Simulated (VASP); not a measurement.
# MgS in VASP: further runs

MgS is run at these levels: PBE+D3(BJ); tasks: single point.

Everything below comes from runs of VASP 6.6.1. Logs are shortened: lines on timing, memory, paths and dates and some standing lists are left out, and cuts for length are marked.

### Step 1. The cell of the first run

The cell holds a sheet with vacuum, 4 atoms: a = 3.572 Å, b = 3.572 Å, c = 18.000 Å, α = 90.00°, β = 90.00°, γ = 90.00°.

### Step 2. Single point, PBE+D3(BJ)

File INCAR:

```
PREC = Accurate
ENCUT = 520
EDIFF = 1E-7
ISMEAR = 0
SIGMA = 0.1
LREAL = False
LASPH = True
NELM = 80
ALGO = Normal
ISIF = 2
LWAVE = False
LCHARG = False
LDIPOL = True
IDIPOL = 3
DIPOL = 0.5 0.5 0.500
GGA = PE
IVDW = 12
NBANDS = 16
```

File KPOINTS:

```
Automatic mesh
0
Gamma
  6 6 1
```

File POSCAR:

```
MgS
1.0
    3.5722644000      0.0000000000      0.0000000000
    0.0000000000      3.5722644000      0.0000000000
    0.0000000000      0.0000000000     18.0000000000
Mg S
2 2
Direct
    0.0000000000      0.0000000000      0.3950000000
    0.0000000000      0.0000000000      0.6050000000
    0.5000000000      0.5000000000      0.3950000000
    0.5000000000      0.5000000000      0.6050000000
```

Potentials or basis: VASP PAW PBE potentials, release 64 (Mg, S).

The run is started by

```
$ cat potpaw_PBE.64/Mg/POTCAR potpaw_PBE.64/S/POTCAR > POTCAR
$ mpirun -np 1 vasp_std > vasp.out
```

OUTCAR:

```text
PREC = Accurate
   ENCUT = 520
   EDIFF = 1E-7
   ISMEAR = 0
   LREAL = False
   LASPH = True
   NELM = 80
   ISIF = 2
   GGA = PE
   IVDW = 12
 IVDW          = 12

 ion  position               nearest neighbor table
   1  0.000  0.000  0.395-   3 2.53   3 2.53   3 2.53   3 2.53
   2  0.000  0.000  0.605-   4 2.53   4 2.53   4 2.53   4 2.53
   3  0.500  0.500  0.395-   1 2.53   1 2.53   1 2.53   1 2.53
   4  0.500  0.500  0.605-   2 2.53   2 2.53   2 2.53   2 2.53

  LATTYP: Found a simple tetragonal cell.
 ALAT       =     3.5722644000
 C/A-ratio  =     5.0388207547

  Lattice vectors:

 A1 = (   3.5722644000,   0.0000000000,   0.0000000000)
 A2 = (   0.0000000000,   3.5722644000,   0.0000000000)
 A3 = (   0.0000000000,   0.0000000000,  18.0000000000)

Analysis of symmetry for initial positions (statically):
=====================================================================
 Subroutine PRICEL returns:
 Original cell was already a primitive cell.

 Routine SETGRP: Setting up the symmetry group for a
 simple tetragonal supercell.

 Subroutine GETGRP returns: Found 16 space group operations
 (whereof 16 operations were pure point group operations)
 out of a pool of 16 trial point group operations.

The static configuration has the point symmetry D_4h.

Analysis of symmetry for dynamics (positions and initial velocities):
=====================================================================
 Subroutine PRICEL returns:
 Original cell was already a primitive cell.

 Routine SETGRP: Setting up the symmetry group for a
 simple tetragonal supercell.

 Subroutine GETGRP returns: Found 16 space group operations
 (whereof 16 operations were pure point group operations)
 out of a pool of 16 trial point group operations.

The dynamic configuration has the point symmetry D_4h.

 Subroutine INISYM returns: Found 16 space group operations
 (whereof 16 operations are pure point group operations),
 and found     1 'primitive' translations

----------------------------------------------------------------------------------------

                                     Primitive cell

  volume of cell :     229.6993

  direct lattice vectors                    reciprocal lattice vectors
     3.572264400  0.000000000  0.000000000     0.279934486  0.000000000  0.000000000
     0.000000000  3.572264400  0.000000000     0.000000000  0.279934486  0.000000000
     0.000000000  0.000000000 18.000000000     0.000000000  0.000000000  0.055555556

  length of vectors
     3.572264400  3.572264400 18.000000000     0.279934486  0.279934486  0.055555556

  position of ions in fractional coordinates (direct lattice)
     0.000000000  0.000000000  0.395000000
     0.000000000  0.000000000  0.605000000
     0.500000000  0.500000000  0.395000000
     0.500000000  0.500000000  0.605000000

  ion indices of the primitive-cell ions
   primitive index   ion index
                 1           1
                 2           2
                 3           3
                 4           4

----------------------------------------------------------------------------------------

 KPOINTS: Automatic mesh

Automatic generation of k-mesh.
 Grid dimensions read from file:
 generate k-points for:    6    6    1

 Generating k-lattice:

  Cartesian coordinates                     Fractional coordinates (reciprocal lattice)
     0.046655748  0.000000000  0.000000000     0.166666667  0.000000000  0.000000000
     0.000000000  0.046655748  0.000000000     0.000000000  0.166666667  0.000000000
     0.000000000  0.000000000  0.055555556     0.000000000  0.000000000  1.000000000

  Length of vectors
     0.046655748  0.046655748  0.055555556

  Shift w.r.t. Gamma in fractional coordinates (k-lattice)
     0.000000000  0.000000000  0.000000000

 Subroutine IBZKPT returns following result:
 ===========================================

 Found     10 irreducible k-points:

 Following reciprocal coordinates:
            Coordinates               Weight
  0.000000  0.000000  0.000000      1.000000
  0.166667  0.000000  0.000000      4.000000
  0.333333  0.000000  0.000000      4.000000
  0.500000  0.000000  0.000000      2.000000
  0.166667  0.166667  0.000000      4.000000
  0.333333  0.166667  0.000000      8.000000
  0.500000  0.166667  0.000000      4.000000
  0.333333  0.333333  0.000000      4.000000
  0.500000  0.333333  0.000000      4.000000
  0.500000  0.500000  0.000000      1.000000
   k-points           NKPTS =     10   k-points in BZ     NKDIM =     10   number of bands    NBANDS=     16
   number of dos      NEDOS =    301   number of ions     NIONS =      4
   total plane-waves  NPLWV = 109760
   dimension x,y,z NGX =    28 NGY =   28 NGZ =  140
   dimension x,y,z NGXF=    56 NGYF=   56 NGZF=  280
   ions per type =               2   2
   NGX,Y,Z   is equivalent  to a cutoff of  13.03, 13.03, 12.93 a.u.
   NGXF,Y,Z  is equivalent  to a cutoff of  26.06, 26.06, 25.86 a.u.
 SYSTEM =  unknown system
   PREC   = accura    normal or accurate (medium, high low for compatibility)
   ISTART =      0    job   : 0-new  1-cont  2-samecut
   ICHARG =      2    charge: 1-file 2-atom 10-const
   ISPIN  =      1    spin polarized calculation?
   LNONCOLLINEAR =      F non collinear calculations
   LSORBIT =      F    spin-orbit coupling
   LASPH  =      T    aspherical Exc in radial PAW
   ENCUT  =  520.0 eV  38.22 Ry    6.18 a.u.   6.64  6.64 33.47*2*pi/ulx,y,z
   NELM   =     80;   NELMIN=  2; NELMDL= -5     # of ELM steps
   EDIFF  = 0.1E-06   stopping-criterion for ELM
   LREAL  =      F    real-space projection
   EDIFFG = 0.1E-05   stopping-criterion for IOM
   NSW    =      0    number of steps for IOM
   IBRION =     -1    ionic relax: 0-MD 1-quasi-New 2-CG
   NFREE  =      0    steps in history (QN), initial steepest desc. (CG)
   ISIF   =      2    stress and relaxation
   ISYM   =      2    0-nonsym 1-usesym 2-fastsym
   POTIM  = 0.5000    time-step for ionic-motion
   TEBEG  =    0.0;   TEEND  =   0.0 temperature during run
   PSTRESS=    0.0 pullay stress
   NELECT =      16.0000    total number of electrons
   NUPDOWN=      -1.0000    fix difference up-down
   EMIN   =  10.00;   EMAX   =-10.00  energy-range for DOS
   EFERMI =   0.00;   METHOD = LEGACY
   ISMEAR =     0;   SIGMA  =   0.10  broadening in eV -4-tet -1-fermi 0-gaus
   EFERMI_NEDOS =   21; number of points for ismear=-14 and -15
   IALGO  =     38    algorithm
   IMIX   =      4    mixing-type and parameters
     AMIX     =   0.40;   BMIX     =  1.00
     AMIX_MAG =   1.60;   BMIX_MAG =  1.00
  volume/ion in A,a.u.               =      57.42       387.52
  Fermi-wavevector in a.u.,A,eV,Ry     =   0.673589  1.272898  6.173263  0.453722
  Thomas-Fermi vector in A             =   1.750054
   LORBIT       =      0    0 simple, 1 ext, 2 COOP (PROOUT), +10 PAW based schemes
   GGA     = PE    functional components
   LHFCALC =     F    Hartree Fock is set to
   AEXX    =    0.0000 exact exchange contribution
   IVDW    =    12    specifies the selected vdW correction
   LEPSILON=     F    determine dielectric tensor
   LRPA    =     F    only Hartree local field effects (RPA)
 non-spin polarized calculation
 Gauss-broadening in eV      SIGMA  =   0.10
  energy-cutoff  :      520.00
  volume of cell :      229.70
 maximum number of plane-waves:      6229
 NGX is ok and might be reduce to    28
   NGX = 13   NGY = 13   NGZ = 67

 number of electron      15.9999999 magnetization

 dipolmoment           0.000000      0.000000     -0.000000 electrons x Angstroem

 Free energy of the ion-electron system (eV)
  ---------------------------------------------------
  ext. energy  EPLUGINS =         0.00000000
  ---------------------------------------------------
  free energy    TOTEN  =       -15.26709680 eV

  energy without entropy =      -15.26709680  energy(sigma->0) =      -15.26709680

 E-fermi :  -1.6118     XC(G=0):  -3.9532

 val. band max:       -2.0464156820   @ k =   0.5000   0.5000   0.0000
 cond. band min:      -0.6819793873   @ k =   0.5000   0.5000   0.0000
 fundamental gap:      1.3644362947
 Fermi energy:        -1.6118438410

 k-point     1 :       0.0000    0.0000    0.0000
  band No.  band energies     occupation
      1     -14.1028      2.00000
      2     -13.9448      2.00000
      3      -4.7106      2.00000
      4      -3.4803      2.00000
      5      -3.0282      2.00000
      6      -3.0282      2.00000
[... 8 lines left out ...]
     15       3.6357      0.00000
     16       4.1640      0.00000

 k-point     2 :       0.1667    0.0000    0.0000
  band No.  band energies     occupation
      1     -13.9517      2.00000
      2     -13.7988      2.00000
      3      -4.5623      2.00000
      4      -4.2561      2.00000
      5      -4.0995      2.00000
      6      -3.2942      2.00000
[... 8 lines left out ...]
     15       4.5569      0.00000
     16       4.6853      0.00000

 k-point     3 :       0.3333    0.0000    0.0000
  band No.  band energies     occupation
      1     -13.6076      2.00000
      2     -13.4684      2.00000
      3      -5.9887      2.00000
      4      -5.6904      2.00000
      5      -3.9627      2.00000
      6      -2.9047      2.00000
[... 8 lines left out ...]
     15       4.5848      0.00000
     16       5.4945      0.00000

 k-point     4 :       0.5000    0.0000    0.0000
  band No.  band energies     occupation
      1     -13.4071      2.00000
      2     -13.2775      2.00000
      3      -6.6667      2.00000
      4      -6.3525      2.00000
      5      -3.6140      2.00000
      6      -2.6647      2.00000
[... 8 lines left out ...]
     15       5.2659      0.00000
     16       5.2784      0.00000

 k-point     5 :       0.1667    0.1667    0.0000
  band No.  band energies     occupation
      1     -13.8067      2.00000
      2     -13.6588      2.00000
      3      -4.4923      2.00000
      4      -4.1709      2.00000
      5      -4.1244      2.00000
      6      -3.9360      2.00000
[... 8 lines left out ...]
     15       4.9545      0.00000
     16       5.1556      0.00000

 k-point     6 :       0.3333    0.1667    0.0000
  band No.  band energies     occupation
      1     -13.4783      2.00000
      2     -13.3434      2.00000
      3      -5.8012      2.00000
      4      -5.5158      2.00000
      5      -3.8501      2.00000
      6      -3.7140      2.00000
[... 8 lines left out ...]
     15       4.8095      0.00000
     16       5.2358      0.00000

 k-point     7 :       0.5000    0.1667    0.0000
  band No.  band energies     occupation
      1     -13.2884      2.00000
      2     -13.1624      2.00000
      3      -6.4520      2.00000
      4      -6.1533      2.00000
      5      -3.6189      2.00000
      6      -3.4627      2.00000
[... 8 lines left out ...]
     15       5.3091      0.00000
     16       5.3185      0.00000

 k-point     8 :       0.3333    0.3333    0.0000
  band No.  band energies     occupation
      1     -13.1893      2.00000
      2     -13.0652      2.00000
      3      -5.4753      2.00000
      4      -5.2111      2.00000
      5      -5.1332      2.00000
      6      -4.9396      2.00000
[... 8 lines left out ...]
     15       5.6686      0.00000
     16       5.7400      0.00000

 k-point     9 :       0.5000    0.3333    0.0000
  band No.  band energies     occupation
      1     -13.0250      2.00000
      2     -12.9080      2.00000
      3      -5.9284      2.00000
      4      -5.6793      2.00000
      5      -5.0043      2.00000
      6      -4.8154      2.00000
[... 8 lines left out ...]
     15       5.5178      0.00000
     16       5.7735      0.00000

 k-point    10 :       0.5000    0.5000    0.0000
  band No.  band energies     occupation
      1     -12.8769      2.00000
      2     -12.7655      2.00000
      3      -5.5878      2.00000
      4      -5.5878      2.00000
      5      -5.3835      2.00000
      6      -5.3835      2.00000
[... 8 lines left out ...]
     15       5.0846      0.00000
     16       5.6812      0.00000

------------------------ aborting loop because EDIFF is reached ----------------------------------------

 vacuum level on the upper side and lower side of the slab       (xc-potential included)        -0.127        -0.127

 Edisp (eV)   -0.74539

 E8    (eV) :    -0.3092

  FORCE on cell =-STRESS in cart. coord.  units (eV):
  Direction    XX          YY          ZZ          XY          YZ          ZX
  --------------------------------------------------------------------------------------
  -------------------------------------------------------------------------------------
  Total      -3.62593    -3.62593     1.00029     0.00000    -0.00000     0.00000
  in kB     -25.29124   -25.29124     6.97713     0.00000    -0.00000     0.00000
  external pressure =      -14.54 kB  Pullay stress =        0.00 kB

 VOLUME and BASIS-vectors are now :
 -----------------------------------------------------------------------------
  energy-cutoff  :      520.00
  volume of cell :      229.70
      direct lattice vectors                 reciprocal lattice vectors
     3.572264400  0.000000000  0.000000000     0.279934486  0.000000000  0.000000000
     0.000000000  3.572264400  0.000000000     0.000000000  0.279934486  0.000000000
     0.000000000  0.000000000 18.000000000     0.000000000  0.000000000  0.055555556

 POSITION                                       TOTAL-FORCE (eV/Angst)
 -----------------------------------------------------------------------------------
      0.00000      0.00000      7.11000        -0.000000     -0.000000     -0.152700
      0.00000      0.00000     10.89000        -0.000000     -0.000000      0.152700
      1.78613      1.78613      7.11000         0.000000      0.000000     -0.119358
      1.78613      1.78613     10.89000        -0.000000     -0.000000      0.119358
 -----------------------------------------------------------------------------------
    total drift:                               -0.000000     -0.000000     -0.000000

  FREE ENERGIE OF THE ION-ELECTRON SYSTEM (eV)
  ---------------------------------------------------
  free  energy   TOTEN  =       -16.0124889567 eV

  energy  without entropy=      -16.0124889567  energy(sigma->0) =      -16.01248896

 vacuum level on the upper side and lower side of the slab         2.726         2.726
```

Wall time 63 s (1 thread of Intel Xeon 8259CL, shared host); peak memory 0.32 GiB.

Results:

- Free energy: -16.0125 eV
- Largest force: 0.153 eV/Å
- Band gap on the k mesh: 1.36 eV
- Dispersion energy per atom: -0.186 eV

Forces on the atoms (eV/Å):
```
Mg   0.000  0.000 -0.153
Mg   0.000  0.000  0.153
S    0.000  0.000 -0.119
S    0.000  0.000  0.119
```

### Step 3. Single point, PBE+D3(BJ)

File INCAR:

```
SYSTEM = MgS
ALGO     = Normal         ! electronic algorithm
DIPOL    = 0.5 0.5 0.500
EDIFF    = 1E-6           ! SCF threshold, eV
ENCUT    = 520            ! plane-wave cutoff, eV
GGA      = PE             ! functional
IDIPOL   = 3            
ISIF     = 2              ! what is computed and relaxed
ISMEAR   = 0              ! smearing method
IVDW     = 12             ! dispersion correction
LASPH    = .True.         ! aspherical terms in the spheres
LCHARG   = .True.         ! write CHGCAR
LDIPOL   = .True.       
LELF     = .True.         ! ELF
LREAL    = .False.        ! projectors in reciprocal space
LVACPOTAV= .True.       
LVHAR    = .True.       
LWAVE    = .False.        ! write WAVECAR
NBANDS   = 16             ! bands
NELM     = 100            ! most SCF steps
PREC     = Accurate       ! precision mode
SIGMA    = 0.1            ! smearing width, eV
```

File KPOINTS:

```
k-points
0
Gamma
  6 6 1
  0 0 0
```

POSCAR is that of step 2.

Potentials or basis: VASP PAW PBE potentials, release 64 (Mg, S).

The run is started by

```
$ cat potpaw_PBE.64/Mg/POTCAR potpaw_PBE.64/S/POTCAR > POTCAR
$ mpirun -np 1 vasp_std > vasp.out
```

Wall time 1.7 min (1 thread of Intel Xeon 8259CL, shared host); peak memory 0.32 GiB.

The run converged. Its results:

| Property | Result |
| --- | --- |
| Free energy | -16.0125 eV |
| Largest force | 0.153 eV/Å |
| Band gap on the k mesh | 1.36 eV |
| Dispersion energy per atom | -0.186 eV |

Forces on the atoms (eV/Å):
```
Mg   0.000  0.000 -0.153
Mg   0.000  0.000  0.153
S    0.000  0.000 -0.119
S    0.000  0.000  0.119
```

Levels at points of the mesh, in eV from the valence-band top:
```csv
k point,band 4,band 5,band 6,band 7,band 8,band 9,band 10,band 11,band 12,band 13
"(0.00, 0.00, 0.00)",-1.43,-0.98,-0.98,-0.86,-0.86,1.76,3.04,4.31,4.77,5.33
"(0.50, 0.00, 0.00)",-4.31,-1.57,-0.62,-0.59,-0.50,2.54,4.44,5.22,5.48,5.90
"(0.50, 0.50, 0.00)",-3.54,-3.34,-3.34,-0.78,0.00,1.36,2.32,5.43,5.43,5.50
```
